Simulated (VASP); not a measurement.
# ZnS (F-43m) in VASP: notebook

Runs on ZnS. Level: PBE. Tasks: single point.

Program: VASP 6.6.1. These are calculated values, not measurements. Logs are shortened: lines on timing, memory, paths and dates and some standing lists are left out, and cuts for length are marked.

## (1) The cell of the first run

Symmetry: F-43m, No. 216, cubic system. Conventional cell: a = 5.275 Å, b = 5.275 Å, c = 5.275 Å, α = 90.00°, β = 90.00°, γ = 90.00°. Zn (site symmetry -43m) has 4 S at 2.28 Å within 3.0 Å. Within 3.0 Å of S (site symmetry -43m) lie 4 Zn at 2.28 Å.

## (2) Single point, PBE (18.34 Å³/atom)

Input file INCAR:

```
SYSTEM = ZnS
PREC     = Accurate       ! precision mode
ENCUT    = 520            ! plane-wave cutoff, eV
EDIFF    = 1E-6           ! SCF threshold, eV
ISMEAR   = 0              ! smearing method
SIGMA    = 0.02           ! smearing width, eV
LREAL    = .FALSE.        ! projectors in reciprocal space
LASPH    = .TRUE.         ! aspherical terms in the spheres
NELM     = 100            ! most SCF steps
ALGO     = Normal         ! electronic algorithm
ISIF     = 2              ! what is computed and relaxed
LWAVE    = .FALSE.        ! write WAVECAR
LCHARG   = .FALSE.        ! write CHGCAR
GGA      = PE             ! functional
NBANDS   = 16             ! bands
```

Input file KPOINTS:

```
Automatic mesh
0
G
  10 10 10
  0 0 0
```

Input file POSCAR:

```
ZnS
1.0
    0.0000000000      2.6372569280      2.6372569280
    2.6372569280      0.0000000000      2.6372569280
    2.6372569280      2.6372569280      0.0000000000
Zn S
1 1
Direct
    0.2500000000      0.2500000000      0.2500000000
    0.0000000000      0.0000000000      0.0000000000
```

Potentials or basis: VASP PAW PBE potentials, release 64 (Zn, S).

Run with:

```bash
> cat potpaw_PBE.64/Zn/POTCAR potpaw_PBE.64/S/POTCAR > POTCAR
> mpirun -np 1 vasp_std > vasp.out
```

OUTCAR:

```text
SYSTEM = ZnS
   PREC = Accurate
   ENCUT = 520
   EDIFF = 1E-6
   ISMEAR = 0
   LREAL = .FALSE.
   LASPH = .TRUE.
   NELM = 100
   ISIF = 2
   GGA = PE

 ion  position               nearest neighbor table
   1  0.250  0.250  0.250-   2 2.28   2 2.28   2 2.28   2 2.28
   2  0.000  0.000  0.000-   1 2.28   1 2.28   1 2.28   1 2.28

  LATTYP: Found a face centered cubic cell.
 ALAT       =     5.2745138560

  Lattice vectors:

 A1 = (   0.0000000000,   2.6372569280,   2.6372569280)
 A2 = (   2.6372569280,   0.0000000000,   2.6372569280)
 A3 = (   2.6372569280,   2.6372569280,   0.0000000000)

Analysis of symmetry for initial positions (statically):
=====================================================================
 Subroutine PRICEL returns:
 Original cell was already a primitive cell.

 Routine SETGRP: Setting up the symmetry group for a
 face centered cubic supercell.

 Subroutine GETGRP returns: Found 24 space group operations
 (whereof 24 operations were pure point group operations)
 out of a pool of 48 trial point group operations.

The static configuration has the point symmetry T_d .

Analysis of symmetry for dynamics (positions and initial velocities):
=====================================================================
 Subroutine PRICEL returns:
 Original cell was already a primitive cell.

 Routine SETGRP: Setting up the symmetry group for a
 face centered cubic supercell.

 Subroutine GETGRP returns: Found 24 space group operations
 (whereof 24 operations were pure point group operations)
 out of a pool of 48 trial point group operations.

The dynamic configuration has the point symmetry T_d .

 Subroutine INISYM returns: Found 24 space group operations
 (whereof 24 operations are pure point group operations),
 and found     1 'primitive' translations

----------------------------------------------------------------------------------------

                                     Primitive cell

  volume of cell :      36.6849

  direct lattice vectors                    reciprocal lattice vectors
     0.000000000  2.637256928  2.637256928    -0.189590932  0.189590932  0.189590932
     2.637256928  0.000000000  2.637256928     0.189590932 -0.189590932  0.189590932
     2.637256928  2.637256928  0.000000000     0.189590932  0.189590932 -0.189590932

  length of vectors
     3.729644515  3.729644515  3.729644515     0.328381128  0.328381128  0.328381128

  position of ions in fractional coordinates (direct lattice)
     0.250000000  0.250000000  0.250000000
     0.000000000  0.000000000  0.000000000

  ion indices of the primitive-cell ions
   primitive index   ion index
                 1           1
                 2           2

----------------------------------------------------------------------------------------

 KPOINTS: Automatic mesh

Automatic generation of k-mesh.
 Grid dimensions read from file:
 generate k-points for:   10   10   10

 Generating k-lattice:

  Cartesian coordinates                     Fractional coordinates (reciprocal lattice)
    -0.018959093  0.018959093  0.018959093     0.100000000  0.000000000  0.000000000
     0.018959093 -0.018959093  0.018959093     0.000000000  0.100000000  0.000000000
     0.018959093  0.018959093 -0.018959093     0.000000000  0.000000000  0.100000000

  Length of vectors
     0.032838113  0.032838113  0.032838113

  Shift w.r.t. Gamma in fractional coordinates (k-lattice)
     0.000000000  0.000000000  0.000000000

 Subroutine IBZKPT returns following result:
 ===========================================

 Found     47 irreducible k-points:

 Following reciprocal coordinates:
            Coordinates               Weight
  0.000000  0.000000  0.000000      1.000000
  0.100000  0.000000  0.000000      8.000000
  0.200000  0.000000  0.000000      8.000000
  0.300000  0.000000  0.000000      8.000000
  0.400000  0.000000  0.000000      8.000000
  0.500000  0.000000  0.000000      4.000000
[... 16 lines left out ...]
  0.300000  0.300000  0.000000      6.000000
  0.400000  0.300000  0.000000     24.000000
 [... further k-points ...]
   k-points           NKPTS =     47   k-points in BZ     NKDIM =     47   number of bands    NBANDS=     16
   number of dos      NEDOS =    301   number of ions     NIONS =      2
   total plane-waves  NPLWV =  21952
   dimension x,y,z NGX =    28 NGY =   28 NGZ =   28
   dimension x,y,z NGXF=    56 NGYF=   56 NGZF=   56
   ions per type =               1   1
   NGX,Y,Z   is equivalent  to a cutoff of  12.48, 12.48, 12.48 a.u.
   NGXF,Y,Z  is equivalent  to a cutoff of  24.96, 24.96, 24.96 a.u.
 SYSTEM =  ZnS
   PREC   = accura    normal or accurate (medium, high low for compatibility)
   ISTART =      0    job   : 0-new  1-cont  2-samecut
   ICHARG =      2    charge: 1-file 2-atom 10-const
   ISPIN  =      1    spin polarized calculation?
   LNONCOLLINEAR =      F non collinear calculations
   LSORBIT =      F    spin-orbit coupling
   LASPH  =      T    aspherical Exc in radial PAW
   ENCUT  =  520.0 eV  38.22 Ry    6.18 a.u.   6.93  6.93  6.93*2*pi/ulx,y,z
   NELM   =    100;   NELMIN=  2; NELMDL= -5     # of ELM steps
   EDIFF  = 0.1E-05   stopping-criterion for ELM
   LREAL  =      F    real-space projection
   EDIFFG = 0.1E-04   stopping-criterion for IOM
   NSW    =      0    number of steps for IOM
   IBRION =     -1    ionic relax: 0-MD 1-quasi-New 2-CG
   NFREE  =      0    steps in history (QN), initial steepest desc. (CG)
   ISIF   =      2    stress and relaxation
   ISYM   =      2    0-nonsym 1-usesym 2-fastsym
   POTIM  = 0.5000    time-step for ionic-motion
   TEBEG  =    0.0;   TEEND  =   0.0 temperature during run
   PSTRESS=    0.0 pullay stress
   NELECT =      18.0000    total number of electrons
   NUPDOWN=      -1.0000    fix difference up-down
   EMIN   =  10.00;   EMAX   =-10.00  energy-range for DOS
   EFERMI =   0.00;   METHOD = LEGACY
   ISMEAR =     0;   SIGMA  =   0.02  broadening in eV -4-tet -1-fermi 0-gaus
   EFERMI_NEDOS =   21; number of points for ismear=-14 and -15
   IALGO  =     38    algorithm
   IMIX   =      4    mixing-type and parameters
     AMIX     =   0.40;   BMIX     =  1.00
     AMIX_MAG =   1.60;   BMIX_MAG =  1.00
  volume/ion in A,a.u.               =      18.34       123.78
  Fermi-wavevector in a.u.,A,eV,Ry     =   1.291229  2.440069 22.684612  1.667272
  Thomas-Fermi vector in A             =   2.423012
   LORBIT       =      0    0 simple, 1 ext, 2 COOP (PROOUT), +10 PAW based schemes
   GGA     = PE    functional components
   LHFCALC =     F    Hartree Fock is set to
   AEXX    =    0.0000 exact exchange contribution
   IVDW    =     0    specifies the selected vdW correction
   LEPSILON=     F    determine dielectric tensor
   LRPA    =     F    only Hartree local field effects (RPA)
 non-spin polarized calculation
 Gauss-broadening in eV      SIGMA  =   0.02
  energy-cutoff  :      520.00
  volume of cell :       36.68
 maximum number of plane-waves:       999
   NGX = 13   NGY = 13   NGZ = 13

 number of electron      18.0000005 magnetization

 Free energy of the ion-electron system (eV)
  ---------------------------------------------------
  ext. energy  EPLUGINS =         0.00000000
  ---------------------------------------------------
  free energy    TOTEN  =        -6.76325644 eV

  energy without entropy =       -6.76325644  energy(sigma->0) =       -6.76325644

 E-fermi :   2.9164     XC(G=0):  -9.9773

 val. band max:        2.8160325623   @ k =   0.0000   0.0000   0.0000
 cond. band min:       5.2561630998   @ k =   0.0000   0.0000   0.0000
 fundamental gap:      2.4401305375
 Fermi energy:         2.9164112415

 k-point     1 :       0.0000    0.0000    0.0000
  band No.  band energies     occupation
      1     -10.8603      2.00000
      2      -3.8432      2.00000
      3      -3.8432      2.00000
      4      -3.8432      2.00000
      5      -3.2545      2.00000
      6      -3.2545      2.00000
[... 8 lines left out ...]
     15      14.6575      0.00000
     16      15.0977      0.00000

 k-point     2 :       0.1000    0.0000    0.0000
  band No.  band energies     occupation
      1     -10.7748      2.00000
      2      -3.8477      2.00000
      3      -3.8272      2.00000
      4      -3.8272      2.00000
      5      -3.2562      2.00000
      6      -3.2562      2.00000
[... 8 lines left out ...]
     15      14.1919      0.00000
     16      15.6848      0.00000

 k-point     3 :       0.2000    0.0000    0.0000
  band No.  band energies     occupation
      1     -10.5378      2.00000
      2      -3.8412      2.00000
      3      -3.7876      2.00000
      4      -3.7876      2.00000
      5      -3.2564      2.00000
      6      -3.2564      2.00000
[... 8 lines left out ...]
     15      13.7559      0.00000
     16      15.5759      0.00000

 k-point     4 :       0.3000    0.0000    0.0000
  band No.  band energies     occupation
      1     -10.2128      2.00000
      2      -3.7655      2.00000
      3      -3.7454      2.00000
      4      -3.7454      2.00000
      5      -3.2465      2.00000
      6      -3.2465      2.00000
[... 8 lines left out ...]
     15      14.1646      0.00000
     16      14.9853      0.00000
[... 324 lines left out ...]
 k-point    22 :      -0.2000    0.2000    0.0000
  band No.  band energies     occupation
      1     -10.1028      2.00000
      2      -3.7598      2.00000
      3      -3.7159      2.00000
      4      -3.7152      2.00000
      5      -3.2817      2.00000
      6      -3.2099      2.00000
[... 8 lines left out ...]
     15      15.9853      0.00000
     16      17.7923      0.00000

 k-point    23 :       0.3000    0.3000    0.0000
  band No.  band energies     occupation
      1      -9.9950      2.00000
      2      -3.9447      2.00000
      3      -3.6104      2.00000
      4      -3.6104      2.00000
      5      -3.2973      2.00000
      6      -3.1946      2.00000
[... 8 lines left out ...]
     15      15.7416      0.00000
     16      20.0667      0.00000

 k-point    24 :       0.4000    0.3000    0.0000
  band No.  band energies     occupation
      1      -9.7606      2.00000
      2      -3.9151      2.00000
      3      -3.5571      2.00000
      4      -3.5494      2.00000
      5      -3.2368      2.00000
      6      -3.1853      2.00000
[... 8 lines left out ...]
     15      16.3223      0.00000
     16      19.1780      0.00000

 [... further k-points ...]

------------------------ aborting loop because EDIFF is reached ----------------------------------------

  FORCE on cell =-STRESS in cart. coord.  units (eV):
  Direction    XX          YY          ZZ          XY          YZ          ZX
  --------------------------------------------------------------------------------------
  -------------------------------------------------------------------------------------
  Total        1.8984148      1.8984148      1.8984148      0.0000000     -0.0000000      0.0000000
  in kB       82.9114225     82.9114225     82.9114225      0.0000000     -0.0000000      0.0000000
  external PRESSURE =      82.9114225 kB  Pullay stress =       0.0000000 kB

 VOLUME and BASIS-vectors are now :
 -----------------------------------------------------------------------------
  energy-cutoff  :      520.00
  volume of cell :       36.68
      direct lattice vectors                 reciprocal lattice vectors
     0.000000000  2.637256928  2.637256928    -0.189590932  0.189590932  0.189590932
     2.637256928  0.000000000  2.637256928     0.189590932 -0.189590932  0.189590932
     2.637256928  2.637256928  0.000000000     0.189590932  0.189590932 -0.189590932

 POSITION                                       TOTAL-FORCE (eV/Angst)
 -----------------------------------------------------------------------------------
      1.31863      1.31863      1.31863         0.000000      0.000000      0.000000
      0.00000      0.00000      0.00000        -0.000000     -0.000000     -0.000000
 -----------------------------------------------------------------------------------
    total drift:                               -0.000002     -0.000002     -0.000002

  FREE ENERGIE OF THE ION-ELECTRON SYSTEM (eV)
  ---------------------------------------------------
  free  energy   TOTEN  =        -6.7632564351 eV

  energy  without entropy=       -6.7632564351  energy(sigma->0) =       -6.76325644
```

It took 34 s on 1 thread of Intel Xeon 8259CL, shared host; peak memory 0.17 GiB.

What came out:

- Free energy: -6.7633 eV
- Pressure: 8.3 GPa
- Band gap on the k mesh: 2.44 eV

Caveat: the cell stands under pressure. PBE gaps usually lie below the measured ones, often by a third to a half.

## (3) Single point, PBE (18.95 Å³/atom)

This run uses another cell than the first one, of 18.95 Å³/atom.

Input file INCAR:

```
SYSTEM = ZnS
ALGO     = Normal         ! electronic algorithm
EDIFF    = 1E-6           ! SCF threshold, eV
ENCUT    = 520            ! plane-wave cutoff, eV
GGA      = PE             ! functional
ISIF     = 2              ! what is computed and relaxed
ISMEAR   = 0              ! smearing method
LASPH    = .True.         ! aspherical terms in the spheres
LCHARG   = .False.        ! write CHGCAR
LREAL    = .False.        ! projectors in reciprocal space
LWAVE    = .False.        ! write WAVECAR
NBANDS   = 16             ! bands
NELM     = 60             ! most SCF steps
PREC     = Accurate       ! precision mode
SIGMA    = 0.02           ! smearing width, eV
```

Input file KPOINTS:

```
k-points
0
Gamma
  10 10 10
  0 0 0
```

Input file POSCAR:

```
ZnS
1.0
    0.0000000000      2.6659250102      2.6659250102
    2.6659250102      0.0000000000      2.6659250102
    2.6659250102      2.6659250102      0.0000000000
Zn S
1 1
Direct
    0.2500000000      0.2500000000      0.2500000000
    0.0000000000      0.0000000000      0.0000000000
```

Potentials or basis: VASP PAW PBE potentials, release 64 (Zn, S).

Run with:

```bash
> cat potpaw_PBE.64/Zn/POTCAR potpaw_PBE.64/S/POTCAR > POTCAR
> mpirun -np 1 vasp_std > vasp.out
```

Run time: 36 s. Hardware: 1 thread of Intel Xeon 8259CL, shared host; peak memory 0.17 GiB.

The run converged. Its results:

```
Free energy            : -6.8140 eV
Pressure               : 5.1 GPa
Band gap on the k mesh : 2.29 eV
```

Levels at points of the mesh, in eV from the valence-band top:
| k point | band 5 | band 6 | band 7 | band 8 | band 9 | band 10 | band 11 | band 12 | band 13 | band 14 |
| --- | --- | --- | --- | --- | --- | --- | --- | --- | --- | --- |
| (0.00, 0.00, 0.00) | -5.96 | -5.96 | 0.00 | 0.00 | 0.00 | 2.29 | 6.36 | 6.36 | 6.36 | 11.81 |
| (0.50, 0.00, 0.00) | -5.93 | -5.75 | -5.56 | -0.93 | -0.93 | 3.39 | 6.90 | 6.90 | 9.03 | 12.36 |
| (0.50, 0.50, 0.00) | -5.88 | -5.73 | -4.72 | -2.37 | -2.37 | 3.31 | 4.07 | 11.27 | 12.24 | 12.24 |

Caveat: the cell stands under pressure. A hybrid or GW would open this gap; PBE tends to underestimate it.

## (4) Single point, PBE (19.55 Å³/atom)

This run uses another cell than the first one, of 19.55 Å³/atom.

Input file INCAR:

```
SYSTEM = ZnS
PREC     = Accurate       ! precision mode
ENCUT    = 520            ! plane-wave cutoff, eV
EDIFF    = 1E-6           ! SCF threshold, eV
ISMEAR   = 0              ! smearing method
SIGMA    = 0.02           ! smearing width, eV
LREAL    = .False.        ! projectors in reciprocal space
LASPH    = .True.         ! aspherical terms in the spheres
NELM     = 80             ! most SCF steps
ALGO     = Normal         ! electronic algorithm
ISIF     = 2              ! what is computed and relaxed
LWAVE    = .False.        ! write WAVECAR
LCHARG   = .False.        ! write CHGCAR
GGA      = PE             ! functional
NBANDS   = 16             ! bands
```

Input file KPOINTS:

```
regular mesh
0
Gamma
  10 10 10
  0 0 0
```

Input file POSCAR:

```
ZnS
1.0
    0.0000000000      2.6939894410      2.6939894410
    2.6939894410      0.0000000000      2.6939894410
    2.6939894410      2.6939894410      0.0000000000
Zn S
1 1
Direct
    0.2500000000      0.2500000000      0.2500000000
    0.0000000000      0.0000000000      0.0000000000
```

Run with:

```bash
> cat potpaw_PBE.64/Zn/POTCAR potpaw_PBE.64/S/POTCAR > POTCAR
> mpirun -np 1 vasp_std > vasp.out
```

It took 37 s on 1 thread of Intel Xeon 8259CL, shared host; peak memory 0.17 GiB.

Results (log left out):

* Free energy: -6.8427 eV
* Pressure: 2.5 GPa
* Band gap on the k mesh: 2.15 eV

Levels at points of the mesh, in eV from the valence-band top:
```tsv
k point	band 7	band 8	band 9	band 10	band 11	band 12
(0.00, 0.00, 0.00)	0.00	0.00	0.00	2.15	6.39	6.39
(0.50, 0.00, 0.00)	-5.35	-0.88	-0.88	3.33	6.92	6.92
(0.50, 0.50, 0.00)	-4.59	-2.25	-2.25	3.39	4.07	11.04
```

Expect the measured gap to be larger: semilocal functionals such as PBE lack the derivative discontinuity.

## (5) Single point, PBE (20.76 Å³/atom)

This run uses another cell than the first one, of 20.76 Å³/atom.

Input file INCAR:

```
ALGO = Normal
EDIFF = 1E-6
ENCUT = 520
GGA = PE
ISIF = 2
ISMEAR = 0
LASPH = True
LCHARG = False
LREAL = False
LWAVE = False
NBANDS = 16
NELM = 80
PREC = Accurate
SIGMA = 0.02
```

Input file KPOINTS:

```
k-points
0
Gamma
  10 10 10
```

Input file POSCAR:

```
ZnS
1.0
    0.0000000000      2.7484281372      2.7484281372
    2.7484281372      0.0000000000      2.7484281372
    2.7484281372      2.7484281372      0.0000000000
Zn S
1 1
Direct
    0.2500000000      0.2500000000      0.2500000000
    0.0000000000      0.0000000000      0.0000000000
```

Run with:

```bash
> cat potpaw_PBE.64/Zn/POTCAR potpaw_PBE.64/S/POTCAR > POTCAR
> mpirun -np 1 vasp_std > vasp.out
```

Run time: 46 s. Hardware: 1 thread of Intel Xeon 8259CL, shared host; peak memory 0.18 GiB.

Results (log left out):

| Quantity | Value |
| --- | --- |
| Free energy | -6.8465 eV |
| Pressure | -1.8 GPa |
| Band gap on the k mesh | 1.89 eV |

Levels at points of the mesh, in eV from the valence-band top:
```tsv
k point	band 7	band 8	band 9	band 10	band 11	band 12
(0.00, 0.00, 0.00)	0.00	0.00	0.00	1.89	6.43	6.43
(0.50, 0.00, 0.00)	-4.96	-0.79	-0.79	3.21	6.95	6.95
(0.50, 0.50, 0.00)	-4.36	-2.04	-2.04	3.52	4.07	10.63
```

## (6) Summary

```csv
cell,gap on the mesh (eV),pressure (GPa)
"a = 3.730 Å, angles 60.0°, 2 atoms",2.44,8.3
"a = 3.770 Å, angles 60.0°, 2 atoms",2.29,5.1
"a = 3.810 Å, angles 60.0°, 2 atoms",2.15,2.5
"a = 3.887 Å, angles 60.0°, 2 atoms",1.89,-1.8
```

Alike in all rows: task single point; level PBE; potentials or basis VASP PAW PBE potentials, release 64 (Zn, S); no spin polarisation; k mesh 10 × 10 × 10; cutoff (eV) 520; smearing gaussian 0.02 eV.

Caveats: the cell stands under pressure (at least some runs).

Total energies depend on the potentials used, so only differences within one code and one set of settings carry meaning.
